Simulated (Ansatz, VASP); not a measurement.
## One calculation of Ag3Os, two programs

```
Ag Os
1.0
     4.06122    0.00000    0.00000
     0.00000    4.06122    0.00000
     0.00000    0.00000    4.06122
Ag Os
3 1
Direct
  0.00000 0.50000 0.50000
  0.50000 0.00000 0.50000
  0.50000 0.50000 0.00000
  0.00000 0.00000 0.00000
```

Alike in both runs: functional PBE; k mesh 12 × 12 × 12; occupations gaussian, width 0.1 eV; no spin polarisation.

Ansatz relaxed the structure, and its values are those at the end. VASP's run is a single point on that final structure, the one shown.

```csv
,VASP,Ansatz
version,VASP 6.6.1,Ansatz 0.2.0
potentials or method,"VASP PAW PBE potentials, release 64 (Ag, Os), cutoff 520 eV","scalar-relativistic, plane waves, PAW"
valence electrons in the cell,41,73
```

Ansatz gave:

- gap on the k mesh at the Fermi level (eV): none
- pressure (GPa): 0.0

Estimate VASP's values.

gap on the k mesh at the Fermi level (eV): none; pressure (GPa): -0.2.

A gap of «none» marks a metal or a gap that the smearing closes. VASP's potentials hold 41 valence electrons a cell and Ansatz's 73, so a difference there can come from the potentials and not from the codes.

Spin-orbit coupling is off throughout.
